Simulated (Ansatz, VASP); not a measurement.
## Two plane-wave programs on RbHfCl5

Contents of INCAR:

```
SYSTEM = RbHfCl5
ALGO = Normal
EDIFF = 1E-7
ENCUT = 520
GGA = PE
ISIF = 2
ISMEAR = 0
LASPH = .TRUE.
LCHARG = .FALSE.
LREAL = .FALSE.
LWAVE = .FALSE.
NBANDS = 36
NELM = 60
PREC = Accurate
SIGMA = 0.1
```

Contents of KPOINTS:

```
k-points
0
G
  4 4 2
  0 0 0
```

File POSCAR:

```
RbHfCl5
1.0
    4.6914363900      0.0000000000      0.0000000000
    0.0000000000      4.6914363900      0.0000000000
    0.0000000000      0.0000000000      8.2322627300
Rb Hf Cl
1 1 5
Direct
    0.0000000000      0.0000000000      0.5000000000
    0.5000000000      0.5000000000      0.0000000000
    0.0000000000      0.5000000000      0.2839645700
    0.0000000000      0.5000000000      0.7160354300
    0.5000000000      0.0000000000      0.2839645700
    0.5000000000      0.0000000000      0.7160354300
    0.0000000000      0.0000000000      0.0000000000
```

Input for Ansatz:

```yaml
crystal:
  lattice:
    - [4.69143639, 0.0, 0.0]
    - [0.0, 4.69143639, 0.0]
    - [0.0, 0.0, 8.23226273]
  atoms:
    - { symbol: Rb, position: [0.0, 0.0, 0.5] }
    - { symbol: Hf, position: [0.5, 0.5, 0.0] }
    - { symbol: Cl, position: [0.0, 0.5, 0.28396457] }
    - { symbol: Cl, position: [0.0, 0.5, 0.71603543] }
    - { symbol: Cl, position: [0.5, 0.0, 0.28396457] }
    - { symbol: Cl, position: [0.5, 0.0, 0.71603543] }
    - { symbol: Cl, position: [0.0, 0.0, 0.0] }
basis:
  ecutwfc: 420
kpoints:
  mp_grid: { grid: [4, 4, 2] }
hamiltonian:
  xc: pbe
scf:
  occupations: { method: gaussian, width: 0.1 }
  lower_state_search: "off"
output:
  forces: true
  stress: true
  eigenvalues: true
```

Change from the starting cell: species swapped into the TlPd5Se type (P4/mmm, No. 123).

Alike in both runs: task single point; functional PBE; k mesh 4 × 4 × 2; occupations gaussian, width 0.1 eV; no spin polarisation.

```csv
,VASP,Ansatz
version,VASP 6.6.1,Ansatz 0.2.0
potentials or method,"VASP PAW PBE potentials, release 64 (Rb_sv, Hf_pv, Cl), cutoff 520 eV","scalar-relativistic, plane waves, PAW"
valence electrons in the cell,54,70
```

|  | VASP | Ansatz | Ansatz less VASP |
| --- | --- | --- | --- |
| gap on the k mesh at the Fermi level (eV) | 0.32 | 0.34 | +0.020 |
| least direct gap on the mesh (eV) | 0.49 | 0.51 | +0.019 |
| pressure (GPa) | -3.2 | -3.2 | +0.06 |
| traceless stress, the component that is largest in VASP (GPa) | -3.69 | -3.73 | -0.039 |
| rms of the force components (eV/Å) | 1.024 | 1.018 | -0.0062 |

Atom by atom the forces differ by 0.006 eV/Å (rms over components). VASP's potentials hold 54 valence electrons a cell and Ansatz's 70, so a difference there can come from the potentials and not from the codes.

Neither program's run includes spin-orbit coupling.
